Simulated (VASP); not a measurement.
# Si2W (I4/mmm) in VASP: a series of runs

Si2W is run at these levels: LDA; tasks: single point.

All numbers are computed with VASP 6.6.1; they aren't measurements. Logs are shortened: lines on timing, memory, paths and dates and some standing lists are left out, and cuts for length are marked.

## (1) The cell of the first run

Symmetry: I4/mmm, No. 139, tetragonal system. The conventional cell has a = 3.212 Å, b = 3.212 Å, c = 8.116 Å, α = 90.00°, β = 90.00°, γ = 90.00°. Within 3.5 Å of Si (site symmetry 4mm) lie 9 Si at 2.64 to 3.21 Å and 5 W at 2.64 to 2.70 Å. Within 3.5 Å of W (site symmetry 4/mmm) lie 10 Si at 2.64 to 2.70 Å and 4 W at 3.21 Å.

## (2) Single point, LDA (zz strain of +3 %)

Contents of INCAR:

```
SYSTEM = Si2W
  PREC = Accurate
  ENCUT = 520
  EDIFF = 1E-6
  ISMEAR = -1
  SIGMA = 0.05
  LREAL = .FALSE.
  LASPH = .TRUE.
  NELM = 100
  ALGO = Normal
  ISIF = 2
  LWAVE = .FALSE.
  LCHARG = .TRUE.
  GGA = CA
  LELF = .TRUE.
  LVHAR = .TRUE.
  ISYM = 0
  NBANDS = 18
```

Contents of KPOINTS:

```
Automatic mesh
0
G
  11 11 14
  0 0 0
```

Contents of POSCAR:

```
Si2W
1.0
   -1.6060000000      1.6060000000      4.0582000000
    1.6060000000     -1.6060000000      4.0582000000
    1.6060000000      1.6060000000     -4.0582000000
Si W
2 1
Direct
    0.3330000000      0.3330000000      0.0000000000
    0.6670000000      0.6670000000      0.0000000000
    0.0000000000      0.0000000000      0.0000000000
```

Potentials or basis: VASP PAW LDA potentials, release 64 (Si, W_sv).

Command:

```console
> cat potpaw_LDA.64/Si/POTCAR potpaw_LDA.64/W_sv/POTCAR > POTCAR
> mpirun -np 1 vasp_std > vasp.out
```

OUTCAR:

```text
SYSTEM = Si2W
   PREC = Accurate
   ENCUT = 520
   EDIFF = 1E-6
   ISMEAR = -1
   LREAL = .FALSE.
   LASPH = .TRUE.
   NELM = 100
   ISIF = 2
   GGA = CA
   ISYM = 0

 ion  position               nearest neighbor table
   1  0.333  0.333  0.000-   2 2.64   2 2.64   2 2.64   2 2.64   3 2.64   3 2.64   3 2.64   3 2.64
                             3 2.70   2 2.71
   2  0.667  0.667  0.000-   1 2.64   1 2.64   1 2.64   1 2.64   3 2.64   3 2.64   3 2.64   3 2.64
                             3 2.70   1 2.71
   3  0.000  0.000  0.000-   2 2.64   2 2.64   2 2.64   1 2.64   2 2.64   1 2.64   1 2.64   1 2.64
                             1 2.70   2 2.70

IMPORTANT INFORMATION: All symmetrisations will be switched off!
NOSYMM: (Re-)initialisation of all symmetry stuff for point group C_1.

----------------------------------------------------------------------------------------

                                     Primitive cell

  volume of cell :      41.8682

  direct lattice vectors                    reciprocal lattice vectors
    -1.606000000  1.606000000  4.058200000     0.000000000  0.311332503  0.123207333
     1.606000000 -1.606000000  4.058200000     0.311332503  0.000000000  0.123207333
     1.606000000  1.606000000 -4.058200000     0.311332503  0.311332503  0.000000000

  length of vectors
     4.650533221  4.650533221  4.650533221     0.334825289  0.334825289  0.440290648

  position of ions in fractional coordinates (direct lattice)
     0.333000000  0.333000000  0.000000000
     0.667000000  0.667000000  0.000000000
     0.000000000  0.000000000  0.000000000

  ion indices of the primitive-cell ions
   primitive index   ion index
                 1           1
                 2           2
                 3           3

----------------------------------------------------------------------------------------

 KPOINTS: Automatic mesh

Automatic generation of k-mesh.
 Grid dimensions read from file:
 generate k-points for:   11   11   14

 Generating k-lattice:

  Cartesian coordinates                     Fractional coordinates (reciprocal lattice)
     0.000000000  0.028302955  0.011200667     0.090909091 -0.000000000  0.000000000
     0.028302955  0.000000000  0.011200667    -0.000000000  0.090909091  0.000000000
     0.022238036  0.022238036  0.000000000     0.000000000  0.000000000  0.071428571

  Length of vectors
     0.030438663  0.030438663  0.031449332

  Shift w.r.t. Gamma in fractional coordinates (k-lattice)
     0.000000000  0.000000000  0.000000000

 -----------------------------------------------------------------------------
|                                                                             |
|           W    W    AA    RRRRR   N    N  II  N    N   GGGG   !!!           |
|           W    W   A  A   R    R  NN   N  II  NN   N  G    G  !!!           |
|           W    W  A    A  R    R  N N  N  II  N N  N  G       !!!           |
|           W WW W  AAAAAA  RRRRR   N  N N  II  N  N N  G  GGG   !            |
|           WW  WW  A    A  R   R   N   NN  II  N   NN  G    G                |
|           W    W  A    A  R    R  N    N  II  N    N   GGGG   !!!           |
|                                                                             |
|     Your reciprocal lattice and k-lattice belong to different lattice       |
|     classes:                                                                |
|                                                                             |
|        The reciprocal lattice is body-centered tetragonal,                  |
|        whereas your k-lattice is base-centered monoclinic.                  |
|                                                                             |
|     Results are often still useful ...                                      |
|                                                                             |
 -----------------------------------------------------------------------------

 WARNING: IBZKPT: internal override: KBLOWUP is changed to .FALSE.
      ... skipping the blow-up phase ...

 Subroutine IBZKPT returns following result:
 ===========================================

 Found    848 irreducible k-points:

 Following reciprocal coordinates:
            Coordinates               Weight
  0.000000  0.000000  0.000000      1.000000
  0.090909  0.000000 -0.000000      2.000000
  0.181818  0.000000  0.000000      2.000000
  0.272727  0.000000 -0.000000      2.000000
  0.363636  0.000000 -0.000000      2.000000
  0.454545  0.000000 -0.000000      2.000000
[... 16 lines left out ...]
  0.454545  0.181818  0.000000      2.000000
 -0.454545  0.181818  0.000000      2.000000
 [... further k-points ...]
   k-points           NKPTS =    848   k-points in BZ     NKDIM =    848   number of bands    NBANDS=     18
   number of dos      NEDOS =    301   number of ions     NIONS =      3
   total plane-waves  NPLWV =  46656
   dimension x,y,z NGX =    36 NGY =   36 NGZ =   36
   dimension x,y,z NGXF=    72 NGYF=   72 NGZF=   72
   ions per type =               2   1
   NGX,Y,Z   is equivalent  to a cutoff of  12.87, 12.87, 12.87 a.u.
   NGXF,Y,Z  is equivalent  to a cutoff of  25.74, 25.74, 25.74 a.u.
 SYSTEM =  Si2W
   PREC   = accura    normal or accurate (medium, high low for compatibility)
   ISTART =      0    job   : 0-new  1-cont  2-samecut
   ICHARG =      2    charge: 1-file 2-atom 10-const
   ISPIN  =      1    spin polarized calculation?
   LNONCOLLINEAR =      F non collinear calculations
   LSORBIT =      F    spin-orbit coupling
   LASPH  =      T    aspherical Exc in radial PAW
   ENCUT  =  520.0 eV  38.22 Ry    6.18 a.u.   8.65  8.65  8.65*2*pi/ulx,y,z
   NELM   =    100;   NELMIN=  2; NELMDL= -5     # of ELM steps
   EDIFF  = 0.1E-05   stopping-criterion for ELM
   LREAL  =      F    real-space projection
   EDIFFG = 0.1E-04   stopping-criterion for IOM
   NSW    =      0    number of steps for IOM
   IBRION =     -1    ionic relax: 0-MD 1-quasi-New 2-CG
   NFREE  =      0    steps in history (QN), initial steepest desc. (CG)
   ISIF   =      2    stress and relaxation
   ISYM   =      0    0-nonsym 1-usesym 2-fastsym
   POTIM  = 0.5000    time-step for ionic-motion
   TEBEG  =    0.0;   TEEND  =   0.0 temperature during run
   PSTRESS=    0.0 pullay stress
   NELECT =      22.0000    total number of electrons
   NUPDOWN=      -1.0000    fix difference up-down
   EMIN   =  10.00;   EMAX   =-10.00  energy-range for DOS
   EFERMI =   0.00;   METHOD = LEGACY
   ISMEAR =    -1;   SIGMA  =   0.05  broadening in eV -4-tet -1-fermi 0-gaus
   EFERMI_NEDOS =   21; number of points for ismear=-14 and -15
   IALGO  =     38    algorithm
   IMIX   =      4    mixing-type and parameters
     AMIX     =   0.40;   BMIX     =  1.00
     AMIX_MAG =   1.60;   BMIX_MAG =  1.00
  volume/ion in A,a.u.               =      13.96        94.18
  Fermi-wavevector in a.u.,A,eV,Ry     =   1.321055  2.496432 23.744700  1.745186
  Thomas-Fermi vector in A             =   2.450836
   LORBIT       =      0    0 simple, 1 ext, 2 COOP (PROOUT), +10 PAW based schemes
   GGA     = CA    functional components
   LHFCALC =     F    Hartree Fock is set to
   AEXX    =    0.0000 exact exchange contribution
   IVDW    =     0    specifies the selected vdW correction
   LEPSILON=     F    determine dielectric tensor
   LRPA    =     F    only Hartree local field effects (RPA)
 non-spin polarized calculation
  energy-cutoff  :      520.00
  volume of cell :       41.87
 maximum number of plane-waves:      1151
   NGX = 17   NGY = 17   NGZ = 17

 number of electron      22.0000000 magnetization

 Free energy of the ion-electron system (eV)
  ---------------------------------------------------
  ext. energy  EPLUGINS =         0.00000000
  ---------------------------------------------------
  free energy    TOTEN  =       -27.21136544 eV

  energy without entropy =      -27.20827224  energy(sigma->0) =      -27.20981884

 E-fermi :  11.4227     XC(G=0): -12.4874

 val. band max:       11.4111494799   @ k =  -0.3636   0.3636   0.4286
 cond. band min:      11.4242664139   @ k =  -0.3636  -0.3636   0.4286
 fundamental gap:      0.0131169341
 Fermi energy:        11.4227491215

 k-point     1 :       0.0000    0.0000    0.0000
  band No.  band energies     occupation
      1     -62.0839      2.00000
      2     -26.6087      2.00000
      3     -26.5290      2.00000
      4     -26.5280      2.00000
      5      -2.3372      2.00000
      6       4.7594      2.00000
[... 10 lines left out ...]
     17      16.6111      0.00000
     18      16.6119      0.00000

 k-point     2 :       0.0909    0.0000   -0.0000
  band No.  band energies     occupation
      1     -62.0833      2.00000
      2     -26.6072      2.00000
      3     -26.5460      2.00000
      4     -26.5269      2.00000
      5      -2.1835      2.00000
      6       4.7576      2.00000
[... 10 lines left out ...]
     17      16.7119      0.00000
     18      17.2878      0.00000

 k-point     3 :       0.1818    0.0000    0.0000
  band No.  band energies     occupation
      1     -62.0816      2.00000
      2     -26.6032      2.00000
      3     -26.5924      2.00000
      4     -26.5227      2.00000
      5      -1.7312      2.00000
      6       4.6784      2.00000
[... 10 lines left out ...]
     17      17.4614      0.00000
     18      18.7524      0.00000

 k-point     4 :       0.2727    0.0000   -0.0000
  band No.  band energies     occupation
      1     -62.0795      2.00000
      2     -26.6528      2.00000
      3     -26.5979      2.00000
      4     -26.5172      2.00000
      5      -1.0062      2.00000
      6       4.2806      2.00000
[... 375 lines left out ...]
      4     -26.5736      2.00000
      5       0.6737      2.00000
      6       3.3363      2.00000
[... 10 lines left out ...]
     17      18.3628      0.00000
     18      19.6966      0.00000

 k-point    23 :       0.4545    0.1818    0.0000
  band No.  band energies     occupation
      1     -62.0741      2.00000
      2     -26.7314      2.00000
      3     -26.5841      2.00000
      4     -26.5701      2.00000
      5       1.7351      2.00000
      6       2.3466      2.00000
[... 10 lines left out ...]
     17      18.4042      0.00000
     18      20.2323      0.00000

 k-point    24 :      -0.4545    0.1818    0.0000
  band No.  band energies     occupation
      1     -62.0741      2.00000
      2     -26.7314      2.00000
      3     -26.5834      2.00000
      4     -26.5700      2.00000
      5       1.2118      2.00000
      6       2.8686      2.00000
[... 10 lines left out ...]
     17      18.3459      0.00000
     18      19.5070      0.00000

 [... further k-points ...]

------------------------ aborting loop because EDIFF is reached ----------------------------------------

  FORCE on cell =-STRESS in cart. coord.  units (eV):
  Direction    XX          YY          ZZ          XY          YZ          ZX
  --------------------------------------------------------------------------------------
  -------------------------------------------------------------------------------------
  Total       -2.1073186     -2.1073167     -5.7278304      0.0041600     -0.0045970     -0.0045944
  in kB      -80.6410666    -80.6409935   -219.1877171      0.1591905     -0.1759124     -0.1758161
  external PRESSURE =    -126.8232591 kB  Pullay stress =       0.0000000 kB

 VOLUME and BASIS-vectors are now :
 -----------------------------------------------------------------------------
  energy-cutoff  :      520.00
  volume of cell :       41.87
      direct lattice vectors                 reciprocal lattice vectors
    -1.606000000  1.606000000  4.058200000     0.000000000  0.311332503  0.123207333
     1.606000000 -1.606000000  4.058200000     0.311332503  0.000000000  0.123207333
     1.606000000  1.606000000 -4.058200000     0.311332503  0.311332503  0.000000000

 POSITION                                       TOTAL-FORCE (eV/Angst)
 -----------------------------------------------------------------------------------
      0.00000      0.00000      2.70276         0.000630      0.000630      0.395053
      0.00000      0.00000      5.41364        -0.000630     -0.000631     -0.395052
      0.00000      0.00000      0.00000         0.000000      0.000000     -0.000000
 -----------------------------------------------------------------------------------
    total drift:                                0.000000      0.000000      0.000001

  FREE ENERGIE OF THE ION-ELECTRON SYSTEM (eV)
  ---------------------------------------------------
  free  energy   TOTEN  =       -27.2113654381 eV

  energy  without entropy=      -27.2082722354  energy(sigma->0) =      -27.20981884
```

It took 9.8 min on 1 thread of Intel Xeon 6975P-C (Granite Rapids), shared host; peak memory 0.66 GiB.

What came out:

```yaml
Free_energy: -27.2114 eV
Pressure: -12.7 GPa
Largest_force: 0.395 eV/Å
Band_gap_on_the_k_mesh: zero (bands 11 and 12 overlap by 1.39 eV)
```

Forces in eV/Å, atoms in the order of the input:
```
Si   0.001  0.001  0.395
Si  -0.001 -0.001 -0.395
W    0.000  0.000  0.000
```

Caveat: the cell differs from its parent crystal (zz strain of +3 %); the stress differs along the axes, from -22 to -8 GPa; spin-orbit coupling is left out, which moves the levels of the heavy elements.

## (3) Single point, LDA (zz strain of -2 %)

Contents of INCAR:

```
  ALGO = Normal
  EDIFF = 1E-6
  ENCUT = 520
  ISIF = 2
  ISMEAR = -1
  ISYM = 0
  LASPH = T
  LCHARG = F
  LREAL = F
  LWAVE = F
  NBANDS = 18
  NELM = 100
  PREC = Accurate
  SIGMA = 0.05
```

Contents of KPOINTS:

```
k-points
0
Gamma
  11 11 14
```

Contents of POSCAR:

```
Si2W
1.0
   -1.6060000000      1.6060000000      3.8612000000
    1.6060000000     -1.6060000000      3.8612000000
    1.6060000000      1.6060000000     -3.8612000000
Si W
2 1
Direct
    0.3330000000      0.3330000000      0.0000000000
    0.6670000000      0.6670000000      0.0000000000
    0.0000000000      0.0000000000      0.0000000000
```

Potentials or basis: VASP PAW LDA potentials, release 64 (Si, W_sv).

Command:

```console
> cat potpaw_LDA.64/Si/POTCAR potpaw_LDA.64/W_sv/POTCAR > POTCAR
> mpirun -np 1 vasp_std > vasp.out
```

OUTCAR:

```text
EDIFF = 1E-6
   ENCUT = 520
   ISIF = 2
   ISMEAR = -1
   ISYM = 0
   LASPH = T
   LREAL = F
   NELM = 100
   PREC = Accurate

 ion  position               nearest neighbor table
   1  0.333  0.333  0.000-   3 2.57   2 2.58   2 2.61   2 2.61   2 2.61   2 2.61   3 2.61   3 2.61
                             3 2.61   3 2.61
   2  0.667  0.667  0.000-   3 2.57   1 2.58   1 2.61   1 2.61   1 2.61   1 2.61   3 2.61   3 2.61
                             3 2.61   3 2.61
   3  0.000  0.000  0.000-   1 2.57   2 2.57   2 2.61   1 2.61   2 2.61   2 2.61   2 2.61   1 2.61
[... 686 lines left out ...]
  FORCE on cell =-STRESS in cart. coord.  units (eV):
  Direction    XX          YY          ZZ          XY          YZ          ZX
  --------------------------------------------------------------------------------------
  -------------------------------------------------------------------------------------
  Total       -0.9018711     -0.9018695      0.6426118      0.0157512      0.0020078      0.0020079
  in kB      -36.2728488    -36.2727865     25.8455591      0.6335063      0.0807513      0.0807575
  external PRESSURE =     -15.5666920 kB  Pullay stress =       0.0000000 kB

 VOLUME and BASIS-vectors are now :
 -----------------------------------------------------------------------------
  energy-cutoff  :      520.00
  volume of cell :       39.84
      direct lattice vectors                 reciprocal lattice vectors
    -1.606000000  1.606000000  3.861200000     0.000000000  0.311332503  0.129493422
     1.606000000 -1.606000000  3.861200000     0.311332503  0.000000000  0.129493422
     1.606000000  1.606000000 -3.861200000     0.311332503  0.311332503  0.000000000

 POSITION                                       TOTAL-FORCE (eV/Angst)
 -----------------------------------------------------------------------------------
      0.00000      0.00000      2.57156        -0.000709     -0.000709      0.284887
      0.00000      0.00000      5.15084         0.000709      0.000709     -0.284888
      0.00000      0.00000      0.00000         0.000000     -0.000000      0.000001
 -----------------------------------------------------------------------------------
    total drift:                                0.000000     -0.000000      0.000000

  FREE ENERGIE OF THE ION-ELECTRON SYSTEM (eV)
  ---------------------------------------------------
  free  energy   TOTEN  =       -27.3451227173 eV

  energy  without entropy=      -27.3432430593  energy(sigma->0) =      -27.34418289
```

OSZICAR:

```text
N       E                     dE             d eps       ncg     rms          rms(c)
DAV:   1     0.129793916449E+03    0.12979E+03   -0.10864E+04 30536   0.123E+03
DAV:   2    -0.235752591314E+02   -0.15337E+03   -0.14963E+03 34920   0.323E+02
DAV:   3    -0.281748906454E+02   -0.45996E+01   -0.45440E+01 38232   0.503E+01
DAV:   4    -0.282160657969E+02   -0.41175E-01   -0.41113E-01 36304   0.502E+00
DAV:   5    -0.282165123968E+02   -0.44660E-03   -0.44657E-03 36196   0.557E-01    0.262E+01
DAV:   6    -0.274652189233E+02    0.75129E+00   -0.31761E+00 33030   0.127E+01    0.919E+00
DAV:   7    -0.273706293530E+02    0.94590E-01   -0.21365E-01 32508   0.269E+00    0.461E+00
DAV:   8    -0.273457395272E+02    0.24890E-01   -0.43116E-02 34654   0.153E+00    0.298E-01
DAV:   9    -0.273452822082E+02    0.45732E-03   -0.93547E-04 35604   0.255E-01    0.177E-01
DAV:  10    -0.273451280846E+02    0.15412E-03   -0.22972E-04 36108   0.138E-01    0.351E-02
DAV:  11    -0.273451228250E+02    0.52596E-05   -0.27057E-05 34438   0.406E-02    0.178E-02
DAV:  12    -0.273451227173E+02    0.10769E-06   -0.13306E-06 23504   0.712E-03
   1 F= -.27345123E+02 E0= -.27344183E+02  d E =-.187966E-02
```

stdout:

```text
POSCAR found type information on POSCAR SiW
 POSCAR found :  2 types and       3 ions
 scaLAPACK will be used
 LDA part: xc-table for (Slater(with rela. corr.)+CA(PZ))
 , standard interpolation
 -----------------------------------------------------------------------------
|                                                                             |
|           W    W    AA    RRRRR   N    N  II  N    N   GGGG   !!!           |
|           W    W   A  A   R    R  NN   N  II  NN   N  G    G  !!!           |
|           W    W  A    A  R    R  N N  N  II  N N  N  G       !!!           |
|           W WW W  AAAAAA  RRRRR   N  N N  II  N  N N  G  GGG   !            |
|           WW  WW  A    A  R   R   N   NN  II  N   NN  G    G                |
|           W    W  A    A  R    R  N    N  II  N    N   GGGG   !!!           |
|                                                                             |
|     Your reciprocal lattice and k-lattice belong to different lattice       |
|     classes:                                                                |
|                                                                             |
|        The reciprocal lattice is body-centered tetragonal,                  |
|        whereas your k-lattice is base-centered monoclinic.                  |
|                                                                             |
|     Results are often still useful ...                                      |
|                                                                             |
 -----------------------------------------------------------------------------

 POSCAR, INCAR and KPOINTS ok, starting setup
 FFT: planning ... GRIDC
 FFT: planning ... GRID_SOFT
 FFT: planning ... GRID
 WAVECAR not read
 entering main loop
```

Run time: 19 min. Hardware: 1 thread of Intel Xeon 8259CL, shared host; peak memory 0.64 GiB.

What came out:

| Item | Value |
| --- | --- |
| Free energy | -27.3451 eV |
| Pressure | -1.6 GPa |
| Largest force | 0.285 eV/Å |
| Band gap on the k mesh | zero (bands 11 and 12 overlap by 1.15 eV) |

Forces on the atoms (eV/Å):
```
Si  -0.001 -0.001  0.285
Si   0.001  0.001 -0.285
W    0.000  0.000  0.000
```

Levels at points of the mesh, in eV from the Fermi level:
```tsv
k point	band 9	band 10	band 11	band 12	band 13	band 14
(0.00, 0.00, 0.00)	-2.97	-2.97	0.58	2.71	2.91	3.15
(0.00, 0.00, 0.50)	-5.09	-3.19	-1.60	2.91	2.94	3.12
```

Caveat: the cell differs from its parent crystal (zz strain of -2 %); the stress differs along the axes, from -4 to 3 GPa; spin-orbit coupling is left out, which moves the levels of the heavy elements.
